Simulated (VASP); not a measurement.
Here is a VASP 6.6.1 calculation.

File INCAR:

```
SYSTEM = InSb
PREC = Accurate
ENCUT = 520
EDIFF = 1E-7
ISMEAR = 0
SIGMA = 0.05
LREAL = .False.
LASPH = .True.
NELM = 100
ALGO = Normal
ISIF = 2
LWAVE = .False.
LCHARG = .False.
GGA = PE
IVDW = 12
NBANDS = 26
```

KPOINTS

```
Automatic mesh
0
Gamma
  4 4 8
  0 0 0
```

File POSCAR:

```
InSb
1.0
    5.3499110247      0.0000000000      0.0000000000
    0.0000000000      5.3580698208      0.0000000000
    0.0000000000      0.0000000000      3.2696548584
In Sb
2 2
Direct
    0.0000000000      0.0000000000      0.0015601293
    0.5000000000      0.5000000000     -0.0015601293
    0.5000000000      0.0000000000      0.6276091923
    0.0000000000      0.5000000000      0.3723908077
```

Potentials or basis: VASP PAW PBE potentials, release 64 (In_d, Sb).

Run with:

```console
$ cat potpaw_PBE.64/In_d/POTCAR potpaw_PBE.64/Sb/POTCAR > POTCAR
$ mpirun -np 1 vasp_std > vasp.out
```

Q: Estimate the band gap on the k mesh.

A: Zero (band 18 reaches 11.98 eV, above the bottom of band 19 at 7.87 eV).

Q: Estimate the pressure.

A: 8.9 GPa.

Q: What does it give for the largest force?

A: 0.015 eV/Å.

Q: Estimate the dispersion energy per atom.

A: -0.485 eV.

Forces in eV/Å, atoms in the order of the input:
```
In   0.000  0.000  0.000
In   0.000  0.000  0.000
Sb   0.000  0.000  0.015
Sb   0.000  0.000 -0.015
```

Caveat: three body term missing; spin-orbit coupling is left out, which moves the levels of the heavy elements; pairwise dispersion overbinds metals, which lowers pressure and volume.
